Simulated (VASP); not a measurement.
# HfN (I-4m2) in VASP: notebook

HfN is run at these levels: PBEsol; tasks: single point.

All numbers are computed with VASP 6.6.1; they aren't measurements. Logs are shortened: lines on timing, memory, paths and dates and some standing lists are left out, and cuts for length are marked.

## Step 1: The cell of the first run

The structure is tetragonal, space group I-4m2 (No. 119). Conventional cell: a = 3.611 Å, b = 3.611 Å, c = 4.517 Å, α = 90.00°, β = 90.00°, γ = 90.00°. Hf (site symmetry -4m2) has 4 N at 2.13 Å within 2.8 Å. N (site symmetry -4m2) has 4 Hf at 2.13 Å within 2.8 Å.

## Step 2: Single point, PBEsol (strain +0.040 along x and y, -0.080 along z)

Input file INCAR:

```
SYSTEM = HfN
PREC = Accurate
ENCUT = 520
EDIFF = 1E-7
ISMEAR = 0
SIGMA = 0.15
LREAL = .FALSE.
LASPH = .TRUE.
NELM = 80
ALGO = Normal
ISIF = 2
LWAVE = .FALSE.
LCHARG = .TRUE.
GGA = PS
LELF = .TRUE.
LVHAR = .TRUE.
NBANDS = 14
```

Input file KPOINTS:

```
Automatic mesh
0
G
  16 16 16
  0 0 0
```

Input file POSCAR:

```
HfN
1.0
    0.0000000000      2.5530148800      2.2584362400
    2.5530148800      0.0000000000      2.2584362400
    2.5530148800      2.5530148800      0.0000000000
Hf N
1 1
Direct
    0.0000000000      0.0000000000      0.0000000000
    0.7500000000      0.7500000000      0.7500000000
```

Potentials or basis: VASP PAW PBE potentials, release 64 (Hf_pv, N).

Started as:

```sh
cat potpaw_PBE.64/Hf_pv/POTCAR potpaw_PBE.64/N/POTCAR > POTCAR
mpirun -np 1 vasp_std > vasp.out
```

OUTCAR:

```text
SYSTEM = HfN
   PREC = Accurate
   ENCUT = 520
   EDIFF = 1E-7
   ISMEAR = 0
   LREAL = .FALSE.
   LASPH = .TRUE.
   NELM = 80
   ISIF = 2
   GGA = PS

 ion  position               nearest neighbor table
   1  0.000  0.000  0.000-   2 2.13   2 2.13   2 2.13   2 2.13
   2  0.750  0.750  0.750-   1 2.13   1 2.13   1 2.13   1 2.13

  LATTYP: Found a body centered tetragonal cell.
 ALAT       =     3.6105082682
 C/A-ratio  =     1.2510350744

  Lattice vectors:

 A1 = (   0.0000000000,  -2.5530148800,  -2.2584362400)
 A2 = (   0.0000000000,   2.5530148800,  -2.2584362400)
 A3 = (   2.5530148800,   0.0000000000,   2.2584362400)

Analysis of symmetry for initial positions (statically):
=====================================================================
 Subroutine PRICEL returns:
 Original cell was already a primitive cell.

 Routine SETGRP: Setting up the symmetry group for a
 body centered tetragonal supercell.

 Subroutine GETGRP returns: Found  8 space group operations
 (whereof  8 operations were pure point group operations)
 out of a pool of 16 trial point group operations.

The static configuration has the point symmetry D_2d.

Analysis of symmetry for dynamics (positions and initial velocities):
=====================================================================
 Subroutine PRICEL returns:
 Original cell was already a primitive cell.

 Routine SETGRP: Setting up the symmetry group for a
 body centered tetragonal supercell.

 Subroutine GETGRP returns: Found  8 space group operations
 (whereof  8 operations were pure point group operations)
 out of a pool of 16 trial point group operations.

The dynamic configuration has the point symmetry D_2d.

 Subroutine INISYM returns: Found  8 space group operations
 (whereof  8 operations are pure point group operations),
 and found     1 'primitive' translations

----------------------------------------------------------------------------------------

                                     Primitive cell

  volume of cell :      29.4405

  direct lattice vectors                    reciprocal lattice vectors
     0.000000000  2.553014880  2.258436240    -0.195846880  0.195846880  0.221392126
     2.553014880  0.000000000  2.258436240     0.195846880 -0.195846880  0.221392126
     2.553014880  2.553014880  0.000000000     0.195846880  0.195846880 -0.221392126

  length of vectors
     3.408580236  3.408580236  3.610508268     0.354579292  0.354579292  0.354579292

  position of ions in fractional coordinates (direct lattice)
     0.000000000  0.000000000  0.000000000
     0.750000000  0.750000000  0.750000000

  ion indices of the primitive-cell ions
   primitive index   ion index
                 1           1
                 2           2

----------------------------------------------------------------------------------------

 KPOINTS: Automatic mesh

Automatic generation of k-mesh.
 Grid dimensions read from file:
 generate k-points for:   16   16   16

 Generating k-lattice:

  Cartesian coordinates                     Fractional coordinates (reciprocal lattice)
    -0.012240430  0.012240430  0.013837008     0.062500000  0.000000000  0.000000000
     0.012240430 -0.012240430  0.013837008     0.000000000  0.062500000  0.000000000
     0.012240430  0.012240430 -0.013837008     0.000000000  0.000000000  0.062500000

  Length of vectors
     0.022161206  0.022161206  0.022161206

  Shift w.r.t. Gamma in fractional coordinates (k-lattice)
     0.000000000  0.000000000  0.000000000

 Subroutine IBZKPT returns following result:
 ===========================================

 Found    349 irreducible k-points:

 Following reciprocal coordinates:
            Coordinates               Weight
  0.000000  0.000000  0.000000      1.000000
  0.062500  0.000000  0.000000      8.000000
  0.125000  0.000000  0.000000      8.000000
  0.187500 -0.000000  0.000000      8.000000
  0.250000  0.000000  0.000000      8.000000
  0.312500  0.000000  0.000000      8.000000
[... 16 lines left out ...]
 -0.125000  0.062500  0.000000      8.000000
 -0.062500  0.062500  0.000000      4.000000
 [... further k-points ...]
   k-points           NKPTS =    349   k-points in BZ     NKDIM =    349   number of bands    NBANDS=     14
   number of dos      NEDOS =    301   number of ions     NIONS =      2
   total plane-waves  NPLWV =  21952
   dimension x,y,z NGX =    28 NGY =   28 NGZ =   28
   dimension x,y,z NGXF=    56 NGYF=   56 NGZF=   56
   ions per type =               1   1
   NGX,Y,Z   is equivalent  to a cutoff of  13.66, 13.66, 12.89 a.u.
   NGXF,Y,Z  is equivalent  to a cutoff of  27.31, 27.31, 25.79 a.u.
 SYSTEM =  HfN
   PREC   = accura    normal or accurate (medium, high low for compatibility)
   ISTART =      0    job   : 0-new  1-cont  2-samecut
   ICHARG =      2    charge: 1-file 2-atom 10-const
   ISPIN  =      1    spin polarized calculation?
   LNONCOLLINEAR =      F non collinear calculations
   LSORBIT =      F    spin-orbit coupling
   LASPH  =      T    aspherical Exc in radial PAW
   ENCUT  =  520.0 eV  38.22 Ry    6.18 a.u.   6.34  6.34  6.71*2*pi/ulx,y,z
   NELM   =     80;   NELMIN=  2; NELMDL= -5     # of ELM steps
   EDIFF  = 0.1E-06   stopping-criterion for ELM
   LREAL  =      F    real-space projection
   EDIFFG = 0.1E-05   stopping-criterion for IOM
   NSW    =      0    number of steps for IOM
   IBRION =     -1    ionic relax: 0-MD 1-quasi-New 2-CG
   NFREE  =      0    steps in history (QN), initial steepest desc. (CG)
   ISIF   =      2    stress and relaxation
   ISYM   =      2    0-nonsym 1-usesym 2-fastsym
   POTIM  = 0.5000    time-step for ionic-motion
   TEBEG  =    0.0;   TEEND  =   0.0 temperature during run
   PSTRESS=    0.0 pullay stress
   NELECT =      15.0000    total number of electrons
   NUPDOWN=      -1.0000    fix difference up-down
   EMIN   =  10.00;   EMAX   =-10.00  energy-range for DOS
   EFERMI =   0.00;   METHOD = LEGACY
   ISMEAR =     0;   SIGMA  =   0.15  broadening in eV -4-tet -1-fermi 0-gaus
   EFERMI_NEDOS =   21; number of points for ismear=-14 and -15
   IALGO  =     38    algorithm
   IMIX   =      4    mixing-type and parameters
     AMIX     =   0.40;   BMIX     =  1.00
     AMIX_MAG =   1.60;   BMIX_MAG =  1.00
  volume/ion in A,a.u.               =      14.72        99.34
  Fermi-wavevector in a.u.,A,eV,Ry     =   1.307546  2.470904 23.261572  1.709677
  Thomas-Fermi vector in A             =   2.438274
   LORBIT       =      0    0 simple, 1 ext, 2 COOP (PROOUT), +10 PAW based schemes
   GGA     = PS    functional components
   LHFCALC =     F    Hartree Fock is set to
   AEXX    =    0.0000 exact exchange contribution
   IVDW    =     0    specifies the selected vdW correction
   LEPSILON=     F    determine dielectric tensor
   LRPA    =     F    only Hartree local field effects (RPA)
 non-spin polarized calculation
 Gauss-broadening in eV      SIGMA  =   0.15
  energy-cutoff  :      520.00
  volume of cell :       29.44
 maximum number of plane-waves:       821
 NGX is ok and might be reduce to    28
   NGX = 13   NGY = 13   NGZ = 13

 number of electron      15.0000002 magnetization

 Free energy of the ion-electron system (eV)
  ---------------------------------------------------
  ext. energy  EPLUGINS =         0.00000000
  ---------------------------------------------------
  free energy    TOTEN  =       -22.14046262 eV

  energy without entropy =      -22.13350495  energy(sigma->0) =      -22.13698379

 E-fermi :   5.7006     XC(G=0): -11.4288

 val. band max:        5.6973414100   @ k =   0.1250   0.0625   0.0000
 cond. band min:       5.7062997546   @ k =  -0.3750   0.2500   0.1875
 fundamental gap:      0.0089583446
 Fermi energy:         5.7006143300

 k-point     1 :       0.0000    0.0000    0.0000
  band No.  band energies     occupation
      1     -25.4297      2.00000
      2     -25.3987      2.00000
      3     -25.3987      2.00000
      4     -10.4495      2.00000
      5       0.1947      2.00000
      6       0.1947      2.00000
      7       0.4803      2.00000
      8       4.8864      2.00000
      9       7.0759      0.00000
     10       8.5453      0.00000
     11      11.5472      0.00000
     12      11.5472      0.00000
     13      13.3504      0.00000
     14      18.5346      0.00000

 k-point     2 :       0.0625    0.0000    0.0000
  band No.  band energies     occupation
      1     -25.4409      2.00000
      2     -25.4080      2.00000
      3     -25.4024      2.00000
      4     -10.4010      2.00000
      5       0.1291      2.00000
      6       0.2171      2.00000
      7       0.4752      2.00000
      8       5.1052      2.00000
      9       7.0371      0.00000
     10       8.4540      0.00000
     11      11.5502      0.00000
     12      11.6600      0.00000
     13      13.3120      0.00000
     14      17.9416      0.00000

 k-point     3 :       0.1250    0.0000    0.0000
  band No.  band energies     occupation
      1     -25.4885      2.00000
      2     -25.4182      2.00000
      3     -25.4129      2.00000
      4     -10.2649      2.00000
      5      -0.0734      2.00000
      6       0.2771      2.00000
      7       0.5365      2.00000
      8       5.6621      1.28374
      9       6.9635      0.00000
     10       8.2538      0.00000
     11      11.4666      0.00000
     12      11.9313      0.00000
     13      13.2429      0.00000
     14      17.0042      0.00000
[... 324 lines left out ...]
 k-point    23 :      -0.1250    0.0625    0.0000
  band No.  band energies     occupation
      1     -25.5011      2.00000
      2     -25.4460      2.00000
      3     -25.4151      2.00000
      4     -10.1708      2.00000
      5      -0.1834      2.00000
      6       0.3103      2.00000
      7       0.6721      2.00000
      8       5.9671      0.01199
      9       6.7160      0.00000
     10       8.0970      0.00000
     11      11.2511      0.00000
     12      12.2045      0.00000
     13      13.2375      0.00000
     14      16.9048      0.00000

 k-point    24 :      -0.0625    0.0625    0.0000
  band No.  band energies     occupation
      1     -25.4462      2.00000
      2     -25.4347      2.00000
      3     -25.4052      2.00000
      4     -10.3261      2.00000
      5      -0.0090      2.00000
      6       0.2449      2.00000
      7       0.5826      2.00000
      8       5.3898      1.99661
      9       6.8669      0.00000
     10       8.3066      0.00000
     11      11.4698      0.00000
     12      11.8900      0.00000
     13      13.2943      0.00000
     14      17.7419      0.00000

 [... further k-points ...]

------------------------ aborting loop because EDIFF is reached ----------------------------------------

  FORCE on cell =-STRESS in cart. coord.  units (eV):
  Direction    XX          YY          ZZ          XY          YZ          ZX
  --------------------------------------------------------------------------------------
  -------------------------------------------------------------------------------------
  Total       -2.0028947     -2.0028947      0.7253896      0.0000000      0.0000000      0.0000000
  in kB     -108.9994202   -108.9994202     39.4763853      0.0000000      0.0000000      0.0000000
  external PRESSURE =     -59.5074850 kB  Pullay stress =       0.0000000 kB

 VOLUME and BASIS-vectors are now :
 -----------------------------------------------------------------------------
  energy-cutoff  :      520.00
  volume of cell :       29.44
      direct lattice vectors                 reciprocal lattice vectors
     0.000000000  2.553014880  2.258436240    -0.195846880  0.195846880  0.221392126
     2.553014880  0.000000000  2.258436240     0.195846880 -0.195846880  0.221392126
     2.553014880  2.553014880  0.000000000     0.195846880  0.195846880 -0.221392126

 POSITION                                       TOTAL-FORCE (eV/Angst)
 -----------------------------------------------------------------------------------
      0.00000      0.00000      0.00000         0.000000      0.000000      0.000000
      3.82952      3.82952      3.38765        -0.000000     -0.000000     -0.000000
 -----------------------------------------------------------------------------------
    total drift:                                0.000000      0.000000     -0.000000

  FREE ENERGIE OF THE ION-ELECTRON SYSTEM (eV)
  ---------------------------------------------------
  free  energy   TOTEN  =       -22.1404626202 eV

  energy  without entropy=      -22.1335049507  energy(sigma->0) =      -22.13698379
```

Run time: 62 s. Hardware: 1 thread of Intel Xeon 6975P-C (Granite Rapids), shared host; peak memory 0.28 GiB.

What came out:

```
Free energy : -22.1405 eV
Pressure    : -6.0 GPa
```

Stress tensor (GPa, compression positive):
```
-10.90   0.00   0.00
  0.00 -10.90   0.00
  0.00   0.00   3.95
```

Levels at points of the mesh, in eV from the Fermi level:
| k point | band 4 | band 5 | band 6 | band 7 | band 8 | band 9 | band 10 | band 11 | band 12 | band 13 |
| --- | --- | --- | --- | --- | --- | --- | --- | --- | --- | --- |
| (0.00, 0.00, 0.00) | -16.15 | -5.51 | -5.51 | -5.22 | -0.81 | 1.38 | 2.84 | 5.85 | 5.85 | 7.65 |
| (0.50, 0.00, 0.00) | -15.03 | -5.80 | -5.17 | -4.59 | 1.43 | 2.70 | 2.76 | 3.79 | 5.25 | 5.67 |
| (0.50, 0.50, 0.00) | -14.77 | -6.78 | -3.84 | -3.84 | -0.61 | 2.17 | 3.97 | 4.56 | 4.56 | 11.26 |
| (0.50, 0.00, 0.50) | -14.59 | -7.08 | -3.76 | -3.36 | -1.39 | 1.60 | 4.30 | 4.60 | 4.67 | 9.33 |

Caveat: the cell differs from its parent crystal (strain +0.040 along x and y, -0.080 along z); the PAW data sets were made with another functional, which shifts forces and pressure a little; spin-orbit coupling is left out, which moves the levels of the heavy elements.

(Continued in part 2 of 2.)
